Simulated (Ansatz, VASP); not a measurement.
## ZnS: VASP beside Ansatz

```
Zn S
1.0
     3.84802    0.00000    0.00000
    -1.92401    3.33248    0.00000
     0.00000    0.00000    6.30216
Zn S
2 2
Direct
  0.33333 0.66667 0.00000
  0.66667 0.33333 0.50000
  0.33333 0.66667 0.37480
  0.66667 0.33333 0.87480
```

Change from the starting cell: volume scaled by 1.02, ions relaxed.

Alike in both runs: functional PBE; k mesh 13 × 13 × 7; occupations fermi-dirac, width 0.02 eV; no spin polarisation.

Ansatz relaxed the structure, and its values are those at the end. VASP's run is a single point on that final structure, the one shown.

|  | VASP | Ansatz |
| --- | --- | --- |
| version | VASP 6.6.1 | Ansatz 0.2.0 |
| potentials or method | VASP PAW PBE potentials, release 64 (Zn, S) | plane-wave PAW, scalar-relativistic |
| plane-wave cutoff (eV) | 520 | 420 |
| valence electrons in the cell | 36 | 36 |

|  | VASP | Ansatz | Ansatz less VASP |
| --- | --- | --- | --- |
| gap on the k mesh at the Fermi level (eV) | 2.08 | 2.08 | -0.003 |
| pressure (GPa) | 0.1 | -0.1 | -0.15 |

With one functional, cell and mesh, what is left measures potentials, basis and numerics. Ansatz's warnings: stress scf threshold loose.
